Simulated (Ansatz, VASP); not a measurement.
One calculation of Zr, two programs

Contents of INCAR:

```
SYSTEM = Zr
PREC = Accurate ; ENCUT = 520
EDIFF = 1E-8 ; ISMEAR = -1
SIGMA = 0.08 ; LREAL = .FALSE.
LASPH = .TRUE. ; NELM = 80
ALGO = Normal ; ISIF = 2
LWAVE = .FALSE. ; LCHARG = .FALSE.
GGA = PE ; LEFG = .TRUE.
NBANDS = 19
```

Contents of KPOINTS:

```
Automatic mesh
0
G
  13 13 7
  0 0 0
```

File POSCAR:

```
Zr
1.0
    3.2319982225      0.0000000000      0.0000000000
   -1.6159991112      2.7989925656      0.0000000000
    0.0000000000      0.0000000000      5.1984700000
Zr
2
Direct
    0.3333333333      0.6666666667      0.2500000000
    0.6666666667      0.3333333333      0.7500000000
```

Input for Ansatz:

```yaml
crystal:
  lattice:
    - [3.2319982225, 0.0, 0.0]
    - [-1.6159991112, 2.7989925656, 0.0]
    - [0.0, 0.0, 5.19847]
  atoms:
    - { symbol: Zr, position: [0.3333333333, 0.6666666667, 0.25] }
    - { symbol: Zr, position: [0.6666666667, 0.3333333333, 0.75] }
kpoints:
  mp_grid: { grid: [13, 13, 7] }
scf:
  occupations: { method: fermi_dirac, width: 0.08 }
hamiltonian:
  xc: pbe
  pseudopotentials: { kind: all_electron, datasets: crystal }
output:
  forces: true
  stress: true
  eigenvalues: true
  efg: { contact_densities: true }
```

Change from the starting cell: zz strain of +1 %, crystal datasets.

Alike in both runs: task electric field gradients; functional PBE; k mesh 13 × 13 × 7; occupations fermi-dirac, width 0.08 eV; no spin polarisation.

|  | VASP | Ansatz |
| --- | --- | --- |
| version | VASP 6.6.1 | Ansatz 0.2.0 |
| potentials or method | VASP PAW PBE potentials, release 64 (Zr_sv), cutoff 520 eV | all-electron PAW with datasets made for the crystal, scalar-relativistic |

```tsv
	VASP	Ansatz	Ansatz less VASP
pressure (GPa)	-0.5	-0.5	+0.01
traceless stress, the component that is largest in VASP (GPa)	-0.19	-0.19	+0.003
size of Vzz on the site where it differs most (V/Å²)	35.6	36.3	+0.77
```

Ansatz ran all-electron here, and VASP with PAW potentials.
